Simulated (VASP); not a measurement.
Runs of VASP 6.6.1 on Ge. The structure is that of space group P6/mmm (No. 191), or close to it. The cells are those of the table. This isn't the form of Ge at room conditions, which is diamond.

```csv
level,potentials or basis,cell,k mesh,grid for exact exchange (PRECFOCK),share of exact exchange,screening parameter,gap on the mesh (eV),pressure (GPa)
PBE-based screened hybrid with 25 % exact exchange,"VASP PAW PBE potentials, release 64 (Ge_d)","a = 2.853, b = 2.853, c = 2.740 Å, angles 90.0, 90.0, 120.0°, 1 atom",6 × 6 × 5,Normal,0.25,0.3 1/Å,none,0.2
LDA,"VASP PAW LDA potentials, release 64 (Ge_d)","a = 2.810, b = 2.810, c = 2.649 Å, angles 90.0, 90.0, 120.8°, 1 atom",11 × 11 × 10,-,-,-,none,0.1
BLYP+D3(BJ),"VASP PAW PBE potentials, release 64 (Ge_d)","a = 2.874, b = 2.874, c = 2.712 Å, angles 90.0, 90.0, 120.4°, 1 atom",11 × 11 × 10,-,-,-,none,0.1
PBE,"VASP PAW PBE potentials, release 64 (Ge_d)","a = 2.883, b = 2.883, c = 2.717 Å, angles 90.0, 90.0, 120.8°, 1 atom",11 × 11 × 10,-,-,-,none,(a)
BLYP+D4,"VASP PAW PBE potentials, release 64 (Ge_d)","a = 2.883, b = 2.883, c = 2.725 Å, angles 90.0, 90.0, 120.2°, 1 atom",11 × 11 × 10,-,-,-,none,0.1
HSE06,"VASP PAW PBE potentials, release 64 (Ge_d)","a = 2.849, b = 2.849, c = 2.735 Å, angles 90.0, 90.0, 120.0°, 1 atom",6 × 6 × 5,Normal,0.25,0.2079 1/Å,none,0.2
HF,"VASP PAW PBE potentials, release 64 (Ge_d)","a = 2.924, b = 2.924, c = 2.794 Å, angles 90.0, 90.0, 119.7°, 1 atom",6 × 6 × 5,Normal,1,-,none,-0.4
```

Alike in all rows: task single point; no spin polarisation; cutoff (eV) 520; smearing fermi-dirac 0.05 eV.

Q: Estimate the missing entries.

A: (a) 0.0.

Caveats: some runs use coarse meshes; the PAW data sets were made with another functional, which shifts forces and pressure a little (at least some runs).

A k mesh can miss the band edges, and the runs leave out spin-orbit coupling on Ge.

A gap of «none» marks levels without a gap at the run's occupations.
